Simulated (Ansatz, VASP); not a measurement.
# Two plane-wave programs on Ir

INCAR

```
SYSTEM = Ir
PREC     = Accurate       ! precision mode
ENCUT    = 500            ! plane-wave cutoff, eV
EDIFF    = 1E-6           ! SCF threshold, eV
ISMEAR   = -1             ! smearing method
SIGMA    = 0.05           ! smearing width, eV
LREAL    = .FALSE.        ! projectors in reciprocal space
LASPH    = .TRUE.         ! aspherical terms in the spheres
NELM     = 200            ! most SCF steps
ALGO     = Normal         ! electronic algorithm
ISIF     = 2              ! what is computed and relaxed
LWAVE    = .FALSE.        ! write WAVECAR
LCHARG   = .FALSE.        ! write CHGCAR
MAGMOM   = 0 0 0          ! initial moments
LORBIT   = 11             ! projections on sites
LSORBIT  = .TRUE.         ! spin-orbit coupling
GGA_COMPAT= .FALSE.      
LORBMOM  = .TRUE.       
LMAXMIX  = 4              ! l up to which the mixer works
NBANDS   = 28             ! bands
```

File KPOINTS:

```
Automatic mesh
0
G
  9 9 9
  0 0 0
```

POSCAR

```
Ir
1.0
    0.0000000000      1.9156000000      1.9156000000
    1.9156000000      0.0000000000      1.9156000000
    1.9156000000      1.9156000000      0.0000000000
Ir
1
Direct
    0.0000000000      0.0000000000      0.0000000000
```

File input.yaml:

```yaml
crystal:
  lattice:
    - [0.0, 1.9156, 1.9156]
    - [1.9156, 0.0, 1.9156]
    - [1.9156, 1.9156, 0.0]
  atoms:
    - { symbol: Ir, position: [0.0, 0.0, 0.0] }
hamiltonian:
  xc: lda
  pseudopotentials: { kind: paw_fr }
magnetization:
  noncollinear: true
  spin_orbit: true
kpoints:
  mp_grid: { grid: [9, 9, 9] }
  band_path:
    path:
      - [[0.0, 0.0, 0.0], [0.5, 0.0, 0.5], [0.5, 0.25, 0.75], [0.375, 0.375, 0.75], [0.0, 0.0, 0.0], [0.5, 0.5, 0.5], [0.625, 0.25, 0.625], [0.5, 0.25, 0.75], [0.5, 0.5, 0.5], [0.375, 0.375, 0.75]]
      - [[0.625, 0.25, 0.625], [0.5, 0.0, 0.5]]
    npoints: 14
scf:
  occupations: { method: fermi_dirac, width: 0.05 }
  n_extra_bands: 6
output:
  forces: true
  stress: true
  eigenvalues: true
  fatbands: false
```

Alike in both runs: functional LDA; k mesh 9 × 9 × 9; occupations fermi-dirac, width 0.05 eV; non-collinear spin, spin-orbit coupling.

|  | VASP | Ansatz |
| --- | --- | --- |
| version | VASP 6.6.1 | Ansatz 0.2.0 |
| potentials or method | VASP PAW LDA potentials, release 64 (Ir_sv_GW) | Ansatz PAW |
| plane-wave cutoff (eV) | 500 | 420 |
| valence electrons in the cell | 17 | 17 |
| task | single point | band structure |

|  | VASP | Ansatz | Ansatz less VASP |
| --- | --- | --- | --- |
| pressure (GPa) | -6.4 | -5.9 | +0.51 |
| net moment per atom (μB) | 0.00 | 0.00 | 0.000 |

LDA's correlation is that of Perdew and Zunger in VASP and of Perdew and Wang (1992) in Ansatz.
